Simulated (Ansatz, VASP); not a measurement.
# BaTiO3 in VASP and in Ansatz

INCAR

```
ALGO     = Normal         # electronic algorithm
EDIFF    = 1E-7           # SCF threshold, eV
ENCUT    = 520            # plane-wave cutoff, eV
GGA      = PS             # functional
ISIF     = 2              # what is computed and relaxed
ISMEAR   = -1             # smearing method
LASPH    = T              # aspherical terms in the spheres
LCHARG   = F              # write CHGCAR
LREAL    = F              # projectors in reciprocal space
LWAVE    = F              # write WAVECAR
NBANDS   = 28             # bands
NELM     = 100            # most SCF steps
PREC     = Accurate       # precision mode
SIGMA    = 0.08           # smearing width, eV
```

File KPOINTS:

```
k-points
0
Gamma
  7 7 7
```

Contents of POSCAR:

```
BaTiO3
1.0
    3.9598020000      0.0000000000      0.0000000000
    0.0000000000      3.9598020000      0.0000000000
    0.0000000000      0.0000000000      4.0180000000
Ba Ti O
1 1 3
Direct
    0.0000000000      0.0000000000      0.0000000000
    0.5000000000      0.5000000000      0.4820000000
    0.5000000000      0.5000000000      0.0160000000
    0.5000000000      0.0000000000      0.5150000000
    0.0000000000      0.5000000000      0.5150000000
```

Input for Ansatz:

```yaml
crystal:
  lattice:
    - [3.959802, 0.0, 0.0]
    - [0.0, 3.959802, 0.0]
    - [0.0, 0.0, 4.018]
  atoms:
    - { symbol: Ba, position: [0.0, 0.0, 0.0] }
    - { symbol: Ti, position: [0.5, 0.5, 0.482] }
    - { symbol: O, position: [0.5, 0.5, 0.016] }
    - { symbol: O, position: [0.5, 0.0, 0.515] }
    - { symbol: O, position: [0.0, 0.5, 0.515] }
kpoints:
  mp_grid: { grid: [7, 7, 7] }
  band_path:
    path:
      - [0.0, 0.0, 0.0]
      - [0.0, 0.5, 0.0]
      - [0.5, 0.5, 0.0]
      - [0.0, 0.0, 0.0]
      - [0.0, 0.0, 0.5]
      - [0.0, 0.5, 0.5]
      - [0.5, 0.5, 0.5]
      - [0.0, 0.0, 0.5]
      - [0.0, 0.5, 0.0]
    npoints: 5
scf:
  occupations: { method: fermi_dirac, width: 0.08 }
hamiltonian:
  xc: pbesol
  pseudopotentials: { kind: all_electron, lapw: { basis_error: 0.001 } }
output:
  forces: true
  stress: true
  eigenvalues: true
```

Change from the starting cell: equal xx and yy strain of -1 %.

Alike in both runs: task single point; functional PBEsol; k mesh 7 × 7 × 7; occupations fermi-dirac, width 0.08 eV; no spin polarisation.

|  | VASP | Ansatz |
| --- | --- | --- |
| version | VASP 6.6.1 | Ansatz 0.2.0 |
| potentials or method | VASP PAW PBE potentials, release 64 (Ba_sv, Ti_sv, O), cutoff 520 eV | all-electron LAPW, scalar-relativistic |

|  | VASP | Ansatz | Ansatz less VASP |
| --- | --- | --- | --- |
| pressure (GPa) | 1.7 | -0.2 | -1.96 |
| traceless stress, the component that is largest in VASP (GPa) | -0.27 | -0.30 | -0.030 |
| rms of the force components (eV/Å) | 0.102 | 0.109 | +0.0075 |

VASP's potentials were made for PBE, not for PBEsol. Atom by atom the forces differ by 0.018 eV/Å (rms over components). Ansatz ran all-electron here, and VASP with PAW potentials.

Spin-orbit coupling is off throughout.
